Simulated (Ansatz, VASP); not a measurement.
## Ge2SbO3: VASP beside Ansatz

```xyz
6
Lattice="4.3688 0.0000 0.0000 -2.1844 3.7835 0.0000 0.0000 0.0000 8.0779" Properties=species:S:1:pos:R:3 pbc="T T T"
Ge    0.0000    0.0000    5.2047
Ge    0.0000    0.0000    2.8732
Sb    0.0000    0.0000    0.0000
O     2.1844    0.0000    0.0000
O    -1.0922    1.8918    0.0000
O     1.0922    1.8918    0.0000
```

Alike in both runs: functional PBE; k mesh 12 × 12 × 6; occupations gaussian, width 0.1 eV; no spin polarisation.

Ansatz relaxed the structure, and its values are those at the end. VASP's run is a single point on that final structure, the one shown.

|  | VASP | Ansatz |
| --- | --- | --- |
| version | VASP 6.6.1 | Ansatz 0.2.0 |
| potentials or method | VASP PAW PBE potentials, release 64 (Ge_d, Sb, O), cutoff 520 eV | scalar-relativistic, plane waves, PAW |
| valence electrons in the cell | 51 | 61 |

VASP gave:

| Item | Value |
| --- | --- |
| gap on the k mesh at the Fermi level (eV) | none |
| pressure (GPa) | -0.4 |

Which values does Ansatz return?

gap on the k mesh at the Fermi level (eV): none; pressure (GPa): 0.0.

A gap of «none» marks a metal or a gap that the smearing closes. VASP's potentials hold 51 valence electrons a cell and Ansatz's 61, so a difference there can come from the potentials and not from the codes.

Spin-orbit coupling is off throughout.
